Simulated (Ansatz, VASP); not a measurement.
Al6H in VASP and in Ansatz

```
Al H
1.0
     5.71352    0.00000    0.00000
     0.00000    5.71352    0.00000
     0.00000    0.00000   22.17470
Al H
12 2
Direct
  0.25000 0.25000 0.18039
  0.25000 0.75000 0.18039
  0.75000 0.25000 0.18039
  0.75000 0.75000 0.18039
  0.00000 0.00000 0.27441
  0.00000 0.50000 0.27441
  0.50000 0.00000 0.27441
  0.50000 0.50000 0.27441
  0.25000 0.25000 0.36865
  0.25000 0.75000 0.36865
  0.75000 0.25000 0.36865
  0.75000 0.75000 0.36865
  0.00000 0.89665 0.50394
  0.00000 0.10335 0.50394
```

Alike in both runs: task single point; functional PBE; k mesh 5 × 5 × 1; occupations gaussian, width 0.1 eV; no spin polarisation.

|  | VASP | Ansatz |
| --- | --- | --- |
| version | VASP 6.6.1 | Ansatz 0.2.0 |
| potentials or method | VASP PAW PBE potentials, release 64 (Al, H), cutoff 520 eV | scalar-relativistic, plane waves, PAW |
| valence electrons in the cell | 38 | 38 |

```tsv
	VASP	Ansatz	Ansatz less VASP
gap on the k mesh at the Fermi level (eV)	none	none	-
rms of the force components (eV/Å)	0.983	0.983	-0.0002
```

Atom by atom the forces differ by 0.001 eV/Å (rms over components). A gap of «none» marks a metal or a gap that the smearing closes.
